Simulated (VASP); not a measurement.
# Mg3Te2 (P6/mmm) in VASP: further runs

The runs below take Mg3Te2 through relaxation of cell and atoms, with PBE.

All numbers are computed with VASP 6.6.1; they aren't measurements. Logs are shortened: lines on timing, memory, paths and dates and some standing lists are left out, and cuts for length are marked.

**1. The cell of the first run**

It takes space group P6/mmm (No. 191, hexagonal). The conventional cell has a = 5.655 Å, b = 5.655 Å, c = 6.495 Å, α = 90.00°, β = 90.00°, γ = 120.00°. Mg (site symmetry mmm) has 4 Mg at 2.83 Å and 4 Te at 3.27 Å within 3.7 Å. Within 4.2 Å of Te (site symmetry 6mm) lie 2 Te at 3.20 to 3.29 Å and 6 Mg at 3.27 Å.

The cell was built from a structure type or drawn by symmetry, and may not be a known phase.

**2. Relaxation of cell and atoms, PBE**

Input file INCAR:

```
SYSTEM = Mg3Te2
PREC = Accurate
ENCUT = 600
EDIFF = 1E-7
ISMEAR = 0
SIGMA = 0.1
LREAL = .False.
LASPH = .True.
NELM = 100
ALGO = Fast
ISIF = 3
LWAVE = .False.
LCHARG = .False.
GGA = PE
IBRION = 2
NSW = 90
EDIFFG = -0.04
```

Input file KPOINTS:

```
regular mesh
0
Gamma
  6 6 4
  0 0 0
```

Input file POSCAR:

```
Mg3Te2
1.0
    5.6549141486      0.0000000000      0.0000000000
   -2.8274570743      4.8972993089      0.0000000000
    0.0000000000      0.0000000000      6.4952834517
Mg Te
3 2
Direct
    0.5000000000      0.0000000000      0.5000000000
    0.0000000000      0.5000000000      0.5000000000
    0.5000000000      0.5000000000      0.5000000000
    0.0000000000      0.0000000000      0.2464549591
    0.0000000000      0.0000000000      0.7535450409
```

Potentials or basis: VASP PAW PBE potentials, release 64 (Mg, Te).

Command:

```sh
$ cat potpaw_PBE.64/Mg/POTCAR potpaw_PBE.64/Te/POTCAR > POTCAR
$ mpirun -np 1 vasp_std > vasp.out
```

OUTCAR:

```text
SYSTEM = Mg3Te2
   PREC = Accurate
   ENCUT = 600
   EDIFF = 1E-7
   ISMEAR = 0
   LREAL = .False.
   LASPH = .True.
   NELM = 100
   ISIF = 3
   GGA = PE
   IBRION = 2
   NSW = 90
   EDIFFG = -0.04

 ion  position               nearest neighbor table
   1  0.500  0.000  0.500-   2 2.83   3 2.83   3 2.83   2 2.83   4 3.27   4 3.27   5 3.27   5 3.27

   2  0.000  0.500  0.500-   1 2.83   1 2.83   3 2.83   3 2.83   4 3.27   5 3.27   4 3.27   5 3.27

   3  0.500  0.500  0.500-   1 2.83   1 2.83   2 2.83   2 2.83   4 3.27   5 3.27   4 3.27   5 3.27

   4  0.000  0.000  0.246-   5 3.20   3 3.27   2 3.27   2 3.27   3 3.27   1 3.27   1 3.27   5 3.29

   5  0.000  0.000  0.754-   4 3.20   3 3.27   2 3.27   2 3.27   3 3.27   1 3.27   1 3.27   4 3.29

  LATTYP: Found a hexagonal cell.
 ALAT       =     5.6549141486
 C/A-ratio  =     1.1486086757

  Lattice vectors:

 A1 = (   5.6549141486,   0.0000000000,   0.0000000000)
 A2 = (  -2.8274570743,   4.8972993089,   0.0000000000)
 A3 = (   0.0000000000,   0.0000000000,   6.4952834517)

Analysis of symmetry for initial positions (statically):
=====================================================================
 Subroutine PRICEL returns:
 Original cell was already a primitive cell.

 Routine SETGRP: Setting up the symmetry group for a
 hexagonal supercell.

 Subroutine GETGRP returns: Found 24 space group operations
 (whereof 24 operations were pure point group operations)
 out of a pool of 24 trial point group operations.

The static configuration has the point symmetry D_6h.

Analysis of symmetry for dynamics (positions and initial velocities):
=====================================================================
 Subroutine PRICEL returns:
 Original cell was already a primitive cell.

 Routine SETGRP: Setting up the symmetry group for a
 hexagonal supercell.

 Subroutine GETGRP returns: Found 24 space group operations
 (whereof 24 operations were pure point group operations)
 out of a pool of 24 trial point group operations.

The dynamic configuration has the point symmetry D_6h.

 Subroutine INISYM returns: Found 24 space group operations
 (whereof 24 operations are pure point group operations),
 and found     1 'primitive' translations

----------------------------------------------------------------------------------------

                                     Primitive cell
[... 86 lines left out ...]
   ICHARG =      2    charge: 1-file 2-atom 10-const
   ISPIN  =      1    spin polarized calculation?
   LNONCOLLINEAR =      F non collinear calculations
   LSORBIT =      F    spin-orbit coupling
   LASPH  =      T    aspherical Exc in radial PAW
   ENCUT  =  600.0 eV  44.10 Ry    6.64 a.u.  11.29 11.29 12.97*2*pi/ulx,y,z
   NELM   =    100;   NELMIN=  2; NELMDL= -5     # of ELM steps
   EDIFF  = 0.1E-06   stopping-criterion for ELM
   LREAL  =      F    real-space projection
   EDIFFG = -.4E-01   stopping-criterion for IOM
   NSW    =     90    number of steps for IOM
   IBRION =      2    ionic relax: 0-MD 1-quasi-New 2-CG
   NFREE  =      1    steps in history (QN), initial steepest desc. (CG)
   ISIF   =      3    stress and relaxation
   ISYM   =      2    0-nonsym 1-usesym 2-fastsym
   POTIM  = 0.5000    time-step for ionic-motion
   TEBEG  =    0.0;   TEEND  =   0.0 temperature during run
   PSTRESS=    0.0 pullay stress
   NELECT =      18.0000    total number of electrons
   NUPDOWN=      -1.0000    fix difference up-down
   EMIN   =  10.00;   EMAX   =-10.00  energy-range for DOS
   EFERMI =   0.00;   METHOD = LEGACY
   ISMEAR =     0;   SIGMA  =   0.10  broadening in eV -4-tet -1-fermi 0-gaus
   EFERMI_NEDOS =   21; number of points for ismear=-14 and -15
   IALGO  =     68    algorithm
   IMIX   =      4    mixing-type and parameters
     AMIX     =   0.40;   BMIX     =  1.00
     AMIX_MAG =   1.60;   BMIX_MAG =  1.00
  volume/ion in A,a.u.               =      35.98       242.78
  Fermi-wavevector in a.u.,A,eV,Ry     =   0.760044  1.436275  7.859635  0.577667
  Thomas-Fermi vector in A             =   1.858974
   LORBIT       =      0    0 simple, 1 ext, 2 COOP (PROOUT), +10 PAW based schemes
   GGA     = PE    functional components
   LHFCALC =     F    Hartree Fock is set to
   AEXX    =    0.0000 exact exchange contribution
   IVDW    =     0    specifies the selected vdW correction
   LEPSILON=     F    determine dielectric tensor
   LRPA    =     F    only Hartree local field effects (RPA)
 conjugate gradient relaxation of ions
 non-spin polarized calculation
 RMM-DIIS sequential band-by-band and
 Gauss-broadening in eV      SIGMA  =   0.10
  energy-cutoff  :      600.00
  volume of cell :      179.88
 maximum number of plane-waves:      6034
 NGX is ok and might be reduce to    48

--------------------------------------- Ionic step        1  -------------------------------------------

 number of electron      17.9999998 magnetization

 Free energy of the ion-electron system (eV)
  ---------------------------------------------------
  ext. energy  EPLUGINS =         0.00000000
  ---------------------------------------------------
  free energy    TOTEN  =       -11.28899703 eV

  energy without entropy =      -11.27843515  energy(sigma->0) =      -11.28371609

------------------------ aborting loop because EDIFF is reached ----------------------------------------

  FORCE on cell =-STRESS in cart. coord.  units (eV):
  Direction    XX          YY          ZZ          XY          YZ          ZX
  --------------------------------------------------------------------------------------
  -------------------------------------------------------------------------------------
  Total        1.8537718      1.8537718     -3.2970227      0.0000000      0.0000000      0.0000000
  in kB       16.5114830     16.5114830    -29.3664705      0.0000000      0.0000000      0.0000000
  external PRESSURE =       1.2188319 kB  Pullay stress =       0.0000000 kB
[... 143 lines left out ...]
--------------------------------------- Ionic step        5  -------------------------------------------

 number of electron      18.0000001 magnetization

 Free energy of the ion-electron system (eV)
  ---------------------------------------------------
  ext. energy  EPLUGINS =         0.00000000
  ---------------------------------------------------
  free energy    TOTEN  =       -11.42155732 eV

  energy without entropy =      -11.40915382  energy(sigma->0) =      -11.41535557

 E-fermi :   2.1463     XC(G=0):  -7.3338

 val. band max:        2.1139844819   @ k =   0.5000   0.0000   0.0000
 cond. band min:       2.1602885901   @ k =   0.0000   0.0000   0.0000
 fundamental gap:      0.0463041082
 Fermi energy:         2.1462782469

 k-point     1 :       0.0000    0.0000    0.0000
  band No.  band energies     occupation
      1      -9.8331      2.00000
      2      -7.4724      2.00000
      3      -3.1681      2.00000
      4      -1.1894      2.00000
      5      -1.1894      2.00000
      6      -0.5447      2.00000
      7       1.1858      2.00000
      8       1.1858      2.00000
      9       2.1603      0.84294
     10       3.1572      0.00000
     11       3.1572      0.00000
     12       3.7623      0.00000
     13       5.6081      0.00000
[... 350 lines left out ...]
  FREE ENERGIE OF THE ION-ELECTRON SYSTEM (eV)
  ---------------------------------------------------
  free  energy   TOTEN  =       -11.4215573159 eV

  energy  without entropy=      -11.4091538160  energy(sigma->0) =      -11.41535557

 reached required accuracy - stopping structural energy minimisation
```

It took 2.3 min on 1 thread of Intel Xeon 6975P-C (Granite Rapids), shared host; peak memory 0.39 GiB.

What came out:

- Free energy: -11.4216 eV
- Relaxed volume: 35.88 Å³/atom
- Relaxed cell: a = 5.786 Å, b = 5.786 Å, c = 6.187 Å, α = 90.00°, β = 90.00°, γ = 120.00°
- Space group after relaxing (to 0.1 Å): P6/mmm (No. 191)
- Energy gained by relaxing: 26.5 meV/atom
- Ionic steps: 5
- Pressure after relaxing: 0.0 GPa
- Largest force after relaxing: 0.009 eV/Å
- Band gap on the k mesh: zero (bands 9 and 10 overlap by 1.02 eV)

Forces on the atoms (eV/Å):
```
Mg   0.000  0.000  0.000
Mg   0.000  0.000  0.000
Mg   0.000  0.000  0.000
Te   0.000  0.000  0.009
Te   0.000  0.000 -0.009
```

Step by step:
```csv
step,energy change (eV),largest force (eV/Å),pressure (GPa),volume (Å³)
1,0.0000,0.1070,0.12,179.88
2,-0.1193,0.0737,-0.16,180.44
3,-0.1317,0.0404,-0.19,180.58
4,-0.1318,0.0376,-0.19,180.59
5,-0.1326,0.0086,0.00,179.40
```

Final structure:
```xyz
5
Lattice="5.7864 0.0000 0.0000 -2.8932 5.0112 0.0000 0.0000 0.0000 6.1870" Properties=species:S:1:pos:R:3 pbc="T T T"
Mg    2.8932    0.0000    3.0935
Mg   -1.4466    2.5056    3.0935
Mg    1.4466    2.5056    3.0935
Te   -2.8932    5.0112    1.5339
Te    0.0000    0.0000    4.6532
```

Levels at points of the mesh, in eV from the Fermi level:
```tsv
k point	band 7	band 8	band 9	band 10	band 11	band 12
(0.00, 0.00, 0.00)	-0.96	-0.96	0.01	1.01	1.01	1.62
(0.50, 0.00, 0.00)	-1.75	-1.12	-0.03	2.65	2.67	2.85
(0.00, 0.00, 0.50)	-1.91	-1.52	-1.16	0.06	0.90	1.17
(0.50, 0.00, 0.50)	-2.08	-1.43	-1.30	0.69	1.93	3.06
```

Caveat: spin-orbit coupling is left out, which moves the levels of the heavy elements.

**3. Relaxation of cell and atoms, PBE**

This run uses another cell than the first one, of the same volume but with other edges.

Input file INCAR:

```
  ALGO = Normal
  EDIFF = 1E-7
  EDIFFG = -0.01
  ENCUT = 600
  GGA = PE
  IBRION = 2
  ISIF = 3
  ISMEAR = 0
  LASPH = T
  LCHARG = F
  LREAL = F
  LWAVE = F
  NELM = 80
  NSW = 100
  PREC = Accurate
  SIGMA = 0.1
```

Input file KPOINTS:

```
k-points
0
Gamma
  6 6 6
```

Input file POSCAR:

```
Mg3Te2
1.0
    5.7852778340      0.0000000000      0.0000000000
   -2.8926389170      5.0101975722      0.0000000000
    0.0000000000      0.0000000000      6.1945778564
Mg Te
3 2
Direct
    0.5000000000      0.0000000000      0.5000000000
    0.0000000000      0.5000000000      0.5000000000
    0.5000000000      0.5000000000      0.5000000000
    0.0000000000      0.0000000000      0.2482070055
    0.0000000000      0.0000000000      0.7517929945
```

Potentials or basis: VASP PAW PBE potentials, release 64 (Mg, Te).

Command:

```sh
$ cat potpaw_PBE.64/Mg/POTCAR potpaw_PBE.64/Te/POTCAR > POTCAR
$ mpirun -np 1 vasp_std > vasp.out
```

OUTCAR:

```text
EDIFF = 1E-7
   EDIFFG = -0.01
   ENCUT = 600
   GGA = PE
   IBRION = 2
   ISIF = 3
   ISMEAR = 0
   LASPH = T
   LREAL = F
   NELM = 80
   NSW = 100
   PREC = Accurate

 ion  position               nearest neighbor table
   1  0.500  0.000  0.500-   2 2.89   3 2.89   3 2.89   2 2.89   4 3.29   4 3.29   5 3.29   5 3.29

   2  0.000  0.500  0.500-   3 2.89   3 2.89   1 2.89   1 2.89   4 3.29   5 3.29   4 3.29   5 3.29

   3  0.500  0.500  0.500-   2 2.89   2 2.89   1 2.89   1 2.89   4 3.29   5 3.29   4 3.29   5 3.29

   4  0.000  0.000  0.248-   5 3.08   5 3.12   1 3.29   1 3.29   2 3.29   2 3.29   3 3.29   3 3.29

   5  0.000  0.000  0.752-   4 3.08   4 3.12   1 3.29   1 3.29   3 3.29   2 3.29   2 3.29   3 3.29

  LATTYP: Found a hexagonal cell.
 ALAT       =     5.7852778340
 C/A-ratio  =     1.0707485507

  Lattice vectors:

[... 443 lines left out ...]
      5      -1.2656      2.00000
      6      -0.5871      2.00000
      7       1.1882      2.00000
      8       1.1882      2.00000
      9       2.1993      1.07451
     10       3.1195      0.00000
     11       3.1195      0.00000
     12       3.8126      0.00000
     13       5.5563      0.00000
[... 354 lines left out ...]
  band No.  band energies     occupation
      1      -9.1564      2.00000
      2      -8.8564      2.00000
      3      -2.2977      2.00000
      4      -1.0448      2.00000
      5      -0.4203      2.00000
      6       0.0203      2.00000
      7       0.0653      2.00000
      8       0.6973      2.00000
      9       0.9144      2.00000
     10       2.1589      1.49379
     11       4.0406      0.00000
     12       4.6289      0.00000
     13       5.3199      0.00000

 [... further k-points ...]

------------------------ aborting loop because EDIFF is reached ----------------------------------------

  FORCE on cell =-STRESS in cart. coord.  units (eV):
  Direction    XX          YY          ZZ          XY          YZ          ZX
  --------------------------------------------------------------------------------------
  -------------------------------------------------------------------------------------
  Total        0.0082517      0.0082517      0.0020272     -0.0000000      0.0000000      0.0000000
  in kB        0.0734157      0.0734157      0.0180359     -0.0000000      0.0000000      0.0000000
  external PRESSURE =       0.0549558 kB  Pullay stress =       0.0000000 kB
[... 20 lines left out ...]
  FREE ENERGIE OF THE ION-ELECTRON SYSTEM (eV)
  ---------------------------------------------------
  free  energy   TOTEN  =       -11.3100100255 eV

  energy  without entropy=      -11.3013899878  energy(sigma->0) =      -11.30570001

 reached required accuracy - stopping structural energy minimisation
```

It took 2.7 min on 1 thread of Intel Xeon 6975P-C (Granite Rapids), shared host; peak memory 0.38 GiB.

Results:

```
Free energy                           : -11.3100 eV
Relaxed volume                        : 36.02 Å³/atom
Relaxed cell                          : a = 5.824 Å, b = 5.824 Å, c = 6.130 Å, α = 90.00°, β = 90.00°, γ = 120.00°
Space group after relaxing (to 0.1 Å) : P6/mmm (No. 191)
Energy gained by relaxing             : 1.2 meV/atom
Ionic steps                           : 7
Pressure after relaxing               : 0.0 GPa
Largest force after relaxing          : 0.005 eV/Å
Band gap on the k mesh                : zero (bands 9 and 10 overlap by 1.12 eV)
```

Forces on the atoms (eV/Å):
```
Mg   0.000  0.000  0.000
Mg   0.000  0.000  0.000
Mg   0.000  0.000  0.000
Te   0.000  0.000  0.005
Te   0.000  0.000 -0.005
```

The path:
| step | energy change (eV) | largest force (eV/Å) | pressure (GPa) | volume (Å³) |
| --- | --- | --- | --- | --- |
| 1 | 0.0000 | 0.0201 | 0.12 | 179.55 |
| 2 | -0.0044 | 0.0126 | -0.01 | 180.23 |
| 3 | -0.0054 | 0.0332 | -0.10 | 180.71 |
| 4 | -0.0058 | 0.0204 | -0.01 | 180.11 |
| 5 | -0.0058 | 0.0183 | 0.01 | 180.02 |
| 6 | -0.0058 | 0.0112 | 0.01 | 180.05 |
| 7 | -0.0058 | 0.0047 | 0.01 | 180.08 |

Final structure:
```
Mg Te
1.0
     5.82402    0.00000    0.00000
    -2.91201    5.04375    0.00000
     0.00000    0.00000    6.13040
Mg Te
3 2
Direct
  0.50000 0.00000 0.50000
  0.00000 0.50000 0.50000
  0.50000 0.50000 0.50000
  0.00000 0.00000 0.24862
  0.00000 0.00000 0.75138
```

Caveat: spin-orbit coupling is left out, which moves the levels of the heavy elements.
